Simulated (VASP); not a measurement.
Input of a VASP 6.6.1 run:

The input INCAR:

```
SYSTEM = Si2Ni
  PREC = Accurate
  ENCUT = 520
  EDIFF = 1E-6
  ISMEAR = 0
  SIGMA = 0.15
  LREAL = .FALSE.
  LASPH = .TRUE.
  NELM = 150
  ALGO = Normal
  ISIF = 2
  LWAVE = .FALSE.
  LCHARG = .FALSE.
  ISPIN = 2
  MAGMOM = 0 0 1
  LORBIT = 11
  NUPDOWN = 1.0
  LMAXMIX = 4
  GGA = PE
  NBANDS = 20
```

The input KPOINTS:

```
regular mesh
0
G
  14 14 14
  0 0 0
```

File POSCAR:

```
Si2Ni
1.0
    0.0000000000      2.5488268344      2.5488268344
    2.5488268344      0.0000000000      2.5488268344
    2.5488268344      2.5488268344      0.0000000000
Si Ni
2 1
Direct
    0.2500000000      0.2500000000      0.2500000000
    0.7500000000      0.7500000000      0.7500000000
    0.0000000000      0.0000000000      0.0000000000
```

Potentials or basis: VASP PAW PBE potentials, release 64 (Si, Ni).

Command:

```bash
$ cat potpaw_PBE.64/Si/POTCAR potpaw_PBE.64/Ni/POTCAR > POTCAR
$ mpirun -np 1 vasp_std > vasp.out
```

Task: Predict the pressure.

Result: 51.0 GPa.

Caveat: the cell stands under pressure; the total moment is fixed, so each spin has its own Fermi level.
